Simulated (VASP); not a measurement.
A run of VASP 6.6.1 is set up as follows.

The input INCAR:

```
SYSTEM = Ce
  PREC = Accurate
  ENCUT = 520
  EDIFF = 1E-6
  ISMEAR = -1
  SIGMA = 0.06122561905347299
  LREAL = .False.
  LASPH = .True.
  NELM = 80
  ALGO = Normal
  ISIF = 2
  LWAVE = .False.
  LCHARG = .False.
  GGA = PE
  NBANDS = 12
```

KPOINTS

```
regular mesh
0
Gamma
  40 40 40
  0 0 0
```

POSCAR

```
Ce
1.0
   -1.9333658949      1.9333658949      1.9333658949
    1.9333658949     -1.9333658949      1.9333658949
    1.9333658949      1.9333658949     -1.9333658949
Ce
1
Direct
    0.0000000000      0.0000000000      0.0000000000
```

Potentials or basis: VASP PAW PBE potentials, release 64 (Ce).

Run with:

```bash
$ cat potpaw_PBE.64/Ce/POTCAR > POTCAR
$ mpirun -np 1 vasp_std > vasp.out
```

**Question.** What does it give for the pressure?

**Answer.** -1.6 GPa.

**Question.** What does it give for the band gap on the k mesh?

**Answer.** Zero (bands 6 and 7 overlap by 0.94 eV).

Caveat: spin-orbit coupling is left out, which moves the levels of the heavy elements; semilocal functionals describe open f shells poorly, which spoils levels, moments and volumes. Spin polarisation is off, so any magnetic state and its effect on volume and gap are missing.
